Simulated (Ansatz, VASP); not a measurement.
## One calculation of Si, two programs

Contents of POSCAR:

```
Si
1.0
    2.6391948715      0.0000000000      0.0000000000
   -1.3195974358      2.2856098043      0.0000000000
    0.0000000000      0.0000000000      4.5531575356
Si
2
Direct
    0.3210189717      0.6666666667      0.2500000000
    0.6789810283      0.3333333333      0.7500000000
```

Contents of INCAR.step1:

```
ALGO = Normal
EDIFF = 1E-4
ENCUT = 520
GGA = PE
ISMEAR = 0
LASPH = True
LCHARG = False
LREAL = False
LWAVE = True
NBANDS = 11
NELM = 80
PREC = Accurate
SIGMA = 0.15
```

INCAR.step2

```
ALGO = Normal
EDIFF = 1E-6
ENCUT = 520
ISIF = 2
ISMEAR = 0
ISTART = 1
LASPH = True
LCHARG = False
LMIXTAU = True
LREAL = False
LWAVE = False
METAGGA = R2SCAN
NBANDS = 11
NELM = 80
PREC = Accurate
SIGMA = 0.15
```

File KPOINTS:

```
k-points
0
Gamma
  24 24 14
```

Input for Ansatz:

```yaml
crystal:
  lattice:
    - [2.6391948715, 0.0, 0.0]
    - [-1.3195974358, 2.2856098043, 0.0]
    - [0.0, 0.0, 4.5531575356]
  atoms:
    - { symbol: Si, position: [0.3210189717, 0.6666666667, 0.25] }
    - { symbol: Si, position: [0.6789810283, 0.3333333333, 0.75] }
basis:
  ecutwfc: 500
kpoints:
  mp_grid: { grid: [24, 24, 14] }
hamiltonian:
  xc: r2scan
scf:
  occupations: { method: gaussian, width: 0.15 }
output:
  forces: true
  stress: true
  eigenvalues: true
```

Change from the starting cell: mode 1 (-103.9 1/cm) frozen in, largest displacement +0.033 Å.

Alike in both runs: task single point; functional r2SCAN; k mesh 24 × 24 × 14; occupations gaussian, width 0.15 eV; no spin polarisation.

|  | VASP | Ansatz |
| --- | --- | --- |
| version | VASP 6.6.1 | Ansatz 0.2.0 |
| potentials or method | VASP PAW PBE potentials, release 64 (Si), cutoff 520 eV | scalar-relativistic, plane waves, PAW |
| valence electrons in the cell | 8 | 8 |

```csv
,VASP,Ansatz,Ansatz less VASP
gap on the k mesh at the Fermi level (eV),none,none,-
pressure (GPa),0.0,-0.1,-0.04
"traceless stress, the component that is largest in VASP (GPa)",-0.73,-0.77,-0.032
rms of the force components (eV/Å),0.021,0.021,-0.0006
```

VASP's potentials were made for PBE, not for r2SCAN. Atom by atom the forces differ by 0.001 eV/Å (rms over components). A gap of «none» marks a metal or a gap that the smearing closes.
